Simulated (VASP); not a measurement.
# SnSe (Fm-3m) in VASP: notebook, part 2 of 3

VASP 6.6.1. The steps go on from the part before.

### Step 3. Single point, r2SCAN

This run uses another cell than the first one, of 27.54 Å³/atom.

File POSCAR:

```
SnSe
1.0
    0.0000000000      3.0200000735      3.0200000735
    3.0200000735      0.0000000000      3.0200000735
    3.0200000735      3.0200000735      0.0000000000
Sn Se
1 1
Direct
    0.0000000000      0.0000000000      0.0000000000
    0.5000000000      0.5000000000      0.5000000000
```

File INCAR.step1:

```
SYSTEM = SnSe
ALGO     = Normal         ! electronic algorithm
EDIFF    = 1E-4           ! SCF threshold, eV
ENCUT    = 520            ! plane-wave cutoff, eV
GGA      = PE             ! functional
ISMEAR   = 0              ! smearing method
LASPH    = .TRUE.         ! aspherical terms in the spheres
LCHARG   = .FALSE.        ! write CHGCAR
LREAL    = .FALSE.        ! projectors in reciprocal space
LWAVE    = .TRUE.         ! write WAVECAR
NBANDS   = 17             ! bands
NELM     = 60             ! most SCF steps
PREC     = Accurate       ! precision mode
SIGMA    = 0.01           ! smearing width, eV
```

File INCAR.step2:

```
SYSTEM = SnSe
ALGO     = Normal         ! electronic algorithm
EDIFF    = 1E-6           ! SCF threshold, eV
ENCUT    = 520            ! plane-wave cutoff, eV
ISIF     = 2              ! what is computed and relaxed
ISMEAR   = 0              ! smearing method
ISTART   = 1            
LASPH    = .TRUE.         ! aspherical terms in the spheres
LCHARG   = .TRUE.         ! write CHGCAR
LELF     = .TRUE.         ! ELF
LMIXTAU  = .TRUE.       
LREAL    = .FALSE.        ! projectors in reciprocal space
LVHAR    = .TRUE.       
LWAVE    = .FALSE.        ! write WAVECAR
METAGGA  = R2SCAN         ! meta-GGA
NBANDS   = 17             ! bands
NELM     = 60             ! most SCF steps
PREC     = Accurate       ! precision mode
SIGMA    = 0.01           ! smearing width, eV
```

File KPOINTS:

```
k-points
0
G
  6 6 6
  0 0 0
```

Potentials or basis: VASP PAW PBE potentials, release 64 (Sn_d, Se).

Started as:

```
cat potpaw_PBE.64/Sn_d/POTCAR potpaw_PBE.64/Se/POTCAR > POTCAR
cp INCAR.step1 INCAR
mpirun -np 1 vasp_std > vasp.out
cp INCAR.step2 INCAR
mpirun -np 1 vasp_std > vasp.out
```

OUTCAR:

```text
SYSTEM = SnSe
   EDIFF = 1E-6
   ENCUT = 520
   ISIF = 2
   ISMEAR = 0
   ISTART = 1
   LASPH = .TRUE.
   LREAL = .FALSE.
   METAGGA = R2SCAN
   NELM = 60
   PREC = Accurate

 ion  position               nearest neighbor table
   1  0.000  0.000  0.000-   2 3.02   2 3.02   2 3.02   2 3.02   2 3.02   2 3.02
   2  0.500  0.500  0.500-   1 3.02   1 3.02   1 3.02   1 3.02   1 3.02   1 3.02

  LATTYP: Found a face centered cubic cell.
 ALAT       =     6.0400001470

  Lattice vectors:

 A1 = (   0.0000000000,   3.0200000735,   3.0200000735)
 A2 = (   3.0200000735,   0.0000000000,   3.0200000735)
 A3 = (   3.0200000735,   3.0200000735,   0.0000000000)

Analysis of symmetry for initial positions (statically):
=====================================================================
 Subroutine PRICEL returns:
 Original cell was already a primitive cell.

 Routine SETGRP: Setting up the symmetry group for a
 face centered cubic supercell.

 Subroutine GETGRP returns: Found 48 space group operations
 (whereof 48 operations were pure point group operations)
 out of a pool of 48 trial point group operations.

The static configuration has the point symmetry O_h .

Analysis of symmetry for dynamics (positions and initial velocities):
=====================================================================
 Subroutine PRICEL returns:
 Original cell was already a primitive cell.

 Routine SETGRP: Setting up the symmetry group for a
 face centered cubic supercell.

 Subroutine GETGRP returns: Found 48 space group operations
 (whereof 48 operations were pure point group operations)
 out of a pool of 48 trial point group operations.

The dynamic configuration has the point symmetry O_h .

 Subroutine INISYM returns: Found 48 space group operations
 (whereof 48 operations are pure point group operations),
 and found     1 'primitive' translations

----------------------------------------------------------------------------------------

                                     Primitive cell

  volume of cell :      55.0872

  direct lattice vectors                    reciprocal lattice vectors
     0.000000000  3.020000073  3.020000073    -0.165562910  0.165562910  0.165562910
     3.020000073  0.000000000  3.020000073     0.165562910 -0.165562910  0.165562910
     3.020000073  3.020000073  0.000000000     0.165562910  0.165562910 -0.165562910

  length of vectors
     4.270925062  4.270925062  4.270925062     0.286763372  0.286763372  0.286763372

  position of ions in fractional coordinates (direct lattice)
     0.000000000  0.000000000  0.000000000
     0.500000000  0.500000000  0.500000000

  ion indices of the primitive-cell ions
   primitive index   ion index
                 1           1
                 2           2

----------------------------------------------------------------------------------------

 KPOINTS: k-points

Automatic generation of k-mesh.
 Grid dimensions read from file:
 generate k-points for:    6    6    6

 Generating k-lattice:

  Cartesian coordinates                     Fractional coordinates (reciprocal lattice)
    -0.027593818  0.027593818  0.027593818     0.166666667  0.000000000  0.000000000
     0.027593818 -0.027593818  0.027593818     0.000000000  0.166666667  0.000000000
     0.027593818  0.027593818 -0.027593818     0.000000000  0.000000000  0.166666667

  Length of vectors
     0.047793895  0.047793895  0.047793895

  Shift w.r.t. Gamma in fractional coordinates (k-lattice)
     0.000000000  0.000000000  0.000000000

 Subroutine IBZKPT returns following result:
 ===========================================

 Found     16 irreducible k-points:

 Following reciprocal coordinates:
            Coordinates               Weight
  0.000000  0.000000  0.000000      1.000000
  0.166667  0.000000  0.000000      8.000000
  0.333333  0.000000  0.000000      8.000000
  0.500000  0.000000  0.000000      4.000000
  0.166667  0.166667  0.000000      6.000000
  0.333333  0.166667  0.000000     24.000000
[... 8 lines left out ...]
 -0.333333  0.333333  0.166667     24.000000
 -0.333333  0.500000  0.166667     12.000000
   k-points           NKPTS =     16   k-points in BZ     NKDIM =     16   number of bands    NBANDS=     17
   number of dos      NEDOS =    301   number of ions     NIONS =      2
   total plane-waves  NPLWV =  32768
   dimension x,y,z NGX =    32 NGY =   32 NGZ =   32
   dimension x,y,z NGXF=    64 NGYF=   64 NGZF=   64
   ions per type =               1   1
   NGX,Y,Z   is equivalent  to a cutoff of  12.46, 12.46, 12.46 a.u.
   NGXF,Y,Z  is equivalent  to a cutoff of  24.91, 24.91, 24.91 a.u.
 SYSTEM =  SnSe
   PREC   = accura    normal or accurate (medium, high low for compatibility)
   ISTART =      1    job   : 0-new  1-cont  2-samecut
   ICHARG =      0    charge: 1-file 2-atom 10-const
   ISPIN  =      1    spin polarized calculation?
   LNONCOLLINEAR =      F non collinear calculations
   LSORBIT =      F    spin-orbit coupling
   LASPH  =      T    aspherical Exc in radial PAW
   ENCUT  =  520.0 eV  38.22 Ry    6.18 a.u.   7.94  7.94  7.94*2*pi/ulx,y,z
   NELM   =     60;   NELMIN=  2; NELMDL=  0     # of ELM steps
   EDIFF  = 0.1E-05   stopping-criterion for ELM
   LREAL  =      F    real-space projection
   EDIFFG = 0.1E-04   stopping-criterion for IOM
   NSW    =      0    number of steps for IOM
   IBRION =     -1    ionic relax: 0-MD 1-quasi-New 2-CG
   NFREE  =      0    steps in history (QN), initial steepest desc. (CG)
   ISIF   =      2    stress and relaxation
   ISYM   =      2    0-nonsym 1-usesym 2-fastsym
   POTIM  = 0.5000    time-step for ionic-motion
   TEBEG  =    0.0;   TEEND  =   0.0 temperature during run
   PSTRESS=    0.0 pullay stress
   NELECT =      20.0000    total number of electrons
   NUPDOWN=      -1.0000    fix difference up-down
   EMIN   =  10.00;   EMAX   =-10.00  energy-range for DOS
   EFERMI =   0.00;   METHOD = LEGACY
   ISMEAR =     0;   SIGMA  =   0.01  broadening in eV -4-tet -1-fermi 0-gaus
   EFERMI_NEDOS =   21; number of points for ismear=-14 and -15
   IALGO  =     38    algorithm
   IMIX   =      4    mixing-type and parameters
     AMIX     =   0.40;   BMIX     =  1.00
     AMIX_MAG =   1.60;   BMIX_MAG =  1.00
  volume/ion in A,a.u.               =      27.54       185.87
  Fermi-wavevector in a.u.,A,eV,Ry     =   1.167888  2.206988 18.557836  1.363962
  Thomas-Fermi vector in A             =   2.304382
   LORBIT       =      0    0 simple, 1 ext, 2 COOP (PROOUT), +10 PAW based schemes
   METAGGA = R2SCAN    functional components
   LHFCALC =     F    Hartree Fock is set to
   AEXX    =    0.0000 exact exchange contribution
   IVDW    =     0    specifies the selected vdW correction
   LEPSILON=     F    determine dielectric tensor
   LRPA    =     F    only Hartree local field effects (RPA)
 non-spin polarized calculation
 Gauss-broadening in eV      SIGMA  =   0.01
  energy-cutoff  :      520.00
  volume of cell :       55.09
 maximum number of plane-waves:      1524
   NGX = 15   NGY = 15   NGZ = 15

 number of electron      20.0000003 magnetization

 Free energy of the ion-electron system (eV)
  ---------------------------------------------------
  ext. energy  EPLUGINS =         0.00000000
  ---------------------------------------------------
  free energy    TOTEN  =       -39.88881288 eV

  energy without entropy =      -39.88881288  energy(sigma->0) =      -39.88881288

 E-fermi :   5.6714     XC(G=0): -10.1477

 val. band max:        5.5955292021   @ k =   0.5000   0.0000   0.0000
 cond. band min:       6.0036504036   @ k =   0.5000   0.0000   0.0000
 fundamental gap:      0.4081212015
 Fermi energy:         5.6714039478

 k-point     1 :       0.0000    0.0000    0.0000
  band No.  band energies     occupation
      1     -16.9624      2.00000
      2     -16.9624      2.00000
      3     -16.9602      2.00000
      4     -16.9602      2.00000
      5     -16.9602      2.00000
      6      -9.0736      2.00000
[... 9 lines left out ...]
     16      11.6466      0.00000
     17      13.8952      0.00000
[... 281 lines left out ...]
 k-point    16 :      -0.3333    0.5000    0.1667
  band No.  band energies     occupation
      1     -16.9868      2.00000
      2     -16.9608      2.00000
      3     -16.9596      2.00000
      4     -16.9490      2.00000
      5     -16.9430      2.00000
      6      -7.8158      2.00000
[... 9 lines left out ...]
     16      17.0321      0.00000
     17      18.6106      0.00000

------------------------ aborting loop because EDIFF is reached ----------------------------------------

  FORCE on cell =-STRESS in cart. coord.  units (eV):
  Direction    XX          YY          ZZ          XY          YZ          ZX
  --------------------------------------------------------------------------------------
  -------------------------------------------------------------------------------------
  Total       -0.3247984     -0.3247984     -0.3247984      0.0000000      0.0000000     -0.0000000
  in kB       -9.4465594     -9.4465594     -9.4465594      0.0000000      0.0000000     -0.0000000
  external PRESSURE =      -9.4465594 kB  Pullay stress =       0.0000000 kB

 VOLUME and BASIS-vectors are now :
 -----------------------------------------------------------------------------
  energy-cutoff  :      520.00
  volume of cell :       55.09
      direct lattice vectors                 reciprocal lattice vectors
     0.000000000  3.020000073  3.020000073    -0.165562910  0.165562910  0.165562910
     3.020000073  0.000000000  3.020000073     0.165562910 -0.165562910  0.165562910
     3.020000073  3.020000073  0.000000000     0.165562910  0.165562910 -0.165562910

 POSITION                                       TOTAL-FORCE (eV/Angst)
 -----------------------------------------------------------------------------------
      0.00000      0.00000      0.00000         0.000000      0.000000      0.000000
      3.02000      3.02000      3.02000        -0.000000     -0.000000     -0.000000
 -----------------------------------------------------------------------------------
    total drift:                                0.000000     -0.000000     -0.000000

  FREE ENERGIE OF THE ION-ELECTRON SYSTEM (eV)
  ---------------------------------------------------
  free  energy   TOTEN  =       -39.8888128761 eV

  energy  without entropy=      -39.8888128761  energy(sigma->0) =      -39.88881288
```

It took 87 s on 1 thread of Intel Xeon 8259CL, shared host; peak memory 0.18 GiB.

What came out:

```
Free energy            : -39.8888 eV
Pressure               : -0.9 GPa
Band gap on the k mesh : 0.41 eV
```

Caveat: the PAW data sets were made with another functional, which shifts forces and pressure a little; spin-orbit coupling is left out, which moves the levels of the heavy elements.

### Step 4. Single point, r2SCAN

This run uses another cell than the first one, of 28.36 Å³/atom.

File POSCAR:

```
SnSe
1.0
    0.0000000000      3.0496098055      3.0496098055
    3.0496098055      0.0000000000      3.0496098055
    3.0496098055      3.0496098055      0.0000000000
Sn Se
1 1
Direct
    0.0000000000      0.0000000000      0.0000000000
    0.5000000000      0.5000000000      0.5000000000
```

File INCAR.step1:

```
ALGO = Normal
EDIFF = 1E-4
ENCUT = 520
GGA = PE
ISMEAR = 0
LASPH = True
LCHARG = False
LREAL = False
LWAVE = True
NBANDS = 17
NELM = 80
PREC = Accurate
SIGMA = 0.01
```

File INCAR.step2:

```
ALGO = Normal
EDIFF = 1E-7
ENCUT = 520
ISIF = 2
ISMEAR = 0
ISTART = 1
LASPH = True
LCHARG = False
LMIXTAU = True
LREAL = False
LWAVE = False
METAGGA = R2SCAN
NBANDS = 17
NELM = 80
PREC = Accurate
SIGMA = 0.01
```

File KPOINTS:

```
k-points
0
Gamma
  6 6 6
```

Potentials or basis: VASP PAW PBE potentials, release 64 (Sn_d, Se).

Started as:

```
cat potpaw_PBE.64/Sn_d/POTCAR potpaw_PBE.64/Se/POTCAR > POTCAR
cp INCAR.step1 INCAR
mpirun -np 1 vasp_std > vasp.out
cp INCAR.step2 INCAR
mpirun -np 1 vasp_std > vasp.out
```

OUTCAR:

```text
EDIFF = 1E-7
   ENCUT = 520
   ISIF = 2
   ISMEAR = 0
   ISTART = 1
   LASPH = True
   LREAL = False
   METAGGA = R2SCAN
   NELM = 80
   PREC = Accurate

 ion  position               nearest neighbor table
   1  0.000  0.000  0.000-   2 3.05   2 3.05   2 3.05   2 3.05   2 3.05   2 3.05
   2  0.500  0.500  0.500-   1 3.05   1 3.05   1 3.05   1 3.05   1 3.05   1 3.05

  LATTYP: Found a face centered cubic cell.
 ALAT       =     6.0992196110

  Lattice vectors:

 A1 = (   0.0000000000,   3.0496098055,   3.0496098055)
 A2 = (   3.0496098055,   0.0000000000,   3.0496098055)
 A3 = (   3.0496098055,   3.0496098055,   0.0000000000)

Analysis of symmetry for initial positions (statically):
=====================================================================
 Subroutine PRICEL returns:
 Original cell was already a primitive cell.

 Routine SETGRP: Setting up the symmetry group for a
 face centered cubic supercell.

 Subroutine GETGRP returns: Found 48 space group operations
 (whereof 48 operations were pure point group operations)
 out of a pool of 48 trial point group operations.

[... 149 lines left out ...]
  free energy    TOTEN  =       -39.87238084 eV

  energy without entropy =      -39.87238084  energy(sigma->0) =      -39.87238084

 E-fermi :   5.3338     XC(G=0): -10.0052

 val. band max:        5.2897633057   @ k =   0.5000   0.0000   0.0000
 cond. band min:       5.5696572359   @ k =   0.5000   0.0000   0.0000
 fundamental gap:      0.2798939301
 Fermi energy:         5.3337567855

 k-point     1 :       0.0000    0.0000    0.0000
  band No.  band energies     occupation
      1     -17.2923      2.00000
      2     -17.2923      2.00000
      3     -17.2916      2.00000
      4     -17.2916      2.00000
      5     -17.2916      2.00000
      6      -9.1929      2.00000
[... 297 lines left out ...]
      4     -17.2817      2.00000
      5     -17.2765      2.00000
      6      -8.0257      2.00000
[... 9 lines left out ...]
     16      16.5497      0.00000
     17      18.2146      0.00000

------------------------ aborting loop because EDIFF is reached ----------------------------------------

  FORCE on cell =-STRESS in cart. coord.  units (eV):
  Direction    XX          YY          ZZ          XY          YZ          ZX
  --------------------------------------------------------------------------------------
  -------------------------------------------------------------------------------------
  Total       -0.8220055     -0.8220055     -0.8220055     -0.0000000      0.0000000      0.0000000
  in kB      -23.2178764    -23.2178764    -23.2178764     -0.0000000      0.0000000      0.0000000
  external PRESSURE =     -23.2178764 kB  Pullay stress =       0.0000000 kB

 VOLUME and BASIS-vectors are now :
 -----------------------------------------------------------------------------
  energy-cutoff  :      520.00
  volume of cell :       56.72
      direct lattice vectors                 reciprocal lattice vectors
     0.000000000  3.049609805  3.049609805    -0.163955401  0.163955401  0.163955401
     3.049609805  0.000000000  3.049609805     0.163955401 -0.163955401  0.163955401
     3.049609805  3.049609805  0.000000000     0.163955401  0.163955401 -0.163955401

 POSITION                                       TOTAL-FORCE (eV/Angst)
 -----------------------------------------------------------------------------------
      0.00000      0.00000      0.00000        -0.000000      0.000000      0.000000
      3.04961      3.04961      3.04961         0.000000     -0.000000     -0.000000
 -----------------------------------------------------------------------------------
    total drift:                                0.000000     -0.000000     -0.000000

  FREE ENERGIE OF THE ION-ELECTRON SYSTEM (eV)
  ---------------------------------------------------
  free  energy   TOTEN  =       -39.8723808414 eV

  energy  without entropy=      -39.8723808414  energy(sigma->0) =      -39.87238084
```

Wall time 1.9 min (1 thread of Intel Xeon 8259CL, shared host); peak memory 0.19 GiB.

Results:

- Free energy: -39.8724 eV
- Pressure: -2.3 GPa
- Band gap on the k mesh: 0.28 eV

Levels at points of the mesh, in eV from the valence-band top:
```csv
k point,band 7,band 8,band 9,band 10,band 11,band 12,band 13,band 14
"(0.00, 0.00, 0.00)",-5.41,-2.55,-2.55,-2.55,4.18,4.18,4.18,6.07
"(0.50, 0.00, 0.00)",-8.39,-2.29,-2.29,0.00,0.28,1.14,1.14,8.43
"(0.50, 0.50, 0.00)",-6.37,-5.69,-3.93,-3.93,3.23,5.21,5.21,5.86
```

Caveat: the PAW data sets were made with another functional, which shifts forces and pressure a little; spin-orbit coupling is left out, which moves the levels of the heavy elements. A k mesh can miss the band edges.

(Part 2 of 3 ends here.)
